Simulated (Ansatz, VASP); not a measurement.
## One calculation of AlCo, two programs

Contents of INCAR:

```
SYSTEM = AlCo
  PREC = Accurate
  ENCUT = 520
  EDIFF = 1E-6
  ISMEAR = 0
  SIGMA = 0.1
  LREAL = .False.
  LASPH = .True.
  NELM = 100
  ALGO = Normal
  ISIF = 2
  LWAVE = .False.
  LCHARG = .False.
  GGA = PS
  NBANDS = 13
```

Contents of KPOINTS:

```
regular mesh
0
Gamma
  18 18 18
  0 0 0
```

File POSCAR:

```
AlCo
1.0
    2.8225855357      0.0000000000      0.0000000000
    0.0000000000      2.8225855357      0.0000000000
    0.0000000000      0.0000000000      2.8225855357
Al Co
1 1
Direct
    0.0000000000      0.0000000000      0.0000000000
    0.5000000000      0.5000000000      0.5000000000
```

Input for Ansatz:

```yaml
crystal:
  lattice:
    - [2.8225855357, 0.0, 0.0]
    - [0.0, 2.8225855357, 0.0]
    - [0.0, 0.0, 2.8225855357]
  atoms:
    - { symbol: Al, position: [0.0, 0.0, 0.0] }
    - { symbol: Co, position: [0.5, 0.5, 0.5] }
basis:
  ecutwfc: 420
kpoints:
  mp_grid: { grid: [18, 18, 18] }
hamiltonian:
  xc: pbesol
scf:
  occupations: { method: gaussian, width: 0.1 }
output:
  forces: true
  stress: true
  eigenvalues: true
```

Alike in both runs: task single point; functional PBEsol; k mesh 18 × 18 × 18; occupations gaussian, width 0.1 eV; no spin polarisation.

|  | VASP | Ansatz |
| --- | --- | --- |
| version | VASP 6.6.1 | Ansatz 0.2.0 |
| potentials or method | VASP PAW PBE potentials, release 64 (Al, Co), cutoff 520 eV | scalar-relativistic, plane waves, PAW |
| valence electrons in the cell | 12 | 20 |

```tsv
	VASP	Ansatz	Ansatz less VASP
gap on the k mesh at the Fermi level (eV)	none	none	-
pressure (GPa)	0.1	0.0	-0.15
```

VASP's potentials were made for PBE, not for PBEsol. A gap of «none» marks a metal or a gap that the smearing closes. VASP's potentials hold 12 valence electrons a cell and Ansatz's 20, so a difference there can come from the potentials and not from the codes.
